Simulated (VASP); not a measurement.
Runs of VASP 6.6.1 on SnO. The structure is that of space group Fm-3m (No. 225), or close to it. The cells are those of the table. 

| level | cell | gap on the mesh (eV) | pressure (GPa) |
| --- | --- | --- | --- |
| r2SCAN | a = 3.658 Å, angles 60.0°, 2 atoms | 0.95 | -5.1 |
| PBE | a = 3.582 Å, angles 60.0°, 2 atoms | 0.89 | 2.8 |
| PBE | a = 3.545 Å, angles 60.0°, 2 atoms | 0.90 | 6.4 |
| PBE | a = 3.588 Å, angles 60.0°, 2 atoms | 0.89 | 2.3 |
| r2SCAN | a = 3.552 Å, angles 60.0°, 2 atoms | 1.01 | (c) |
| r2SCAN | a = 3.588 Å, angles 60.0°, 2 atoms | 1.00 | 0.2 |
| PBE | a = 3.619 Å, angles 60.0°, 2 atoms | 0.89 | -0.1 |
| r2SCAN | a = 3.515 Å, angles 60.0°, 2 atoms | 1.02 | (b) |
| PBE | a = 3.655 Å, angles 60.0°, 2 atoms | 0.89 | (a) |
| PBE | a = 3.690 Å, angles 60.0°, 2 atoms | (d) | -4.9 |
| r2SCAN | a = 3.623 Å, angles 60.0°, 2 atoms | 0.99 | -2.7 |

Alike in all rows: task single point; potentials or basis VASP PAW PBE potentials, release 64 (Sn_d, O); no spin polarisation; k mesh 8 × 8 × 8; cutoff (eV) 520; smearing fermi-dirac 0.02 eV.

**Question.** Estimate the missing entries.

**Answer.** (a) -2.6; (b) 7.5; (c) 3.5; (d) 0.87.

Caveats: spin-orbit coupling is left out, which moves the levels of the heavy elements; the PAW data sets were made with another functional, which shifts forces and pressure a little (some runs).

A k mesh can miss the band edges, and the runs leave out spin-orbit coupling on Sn.
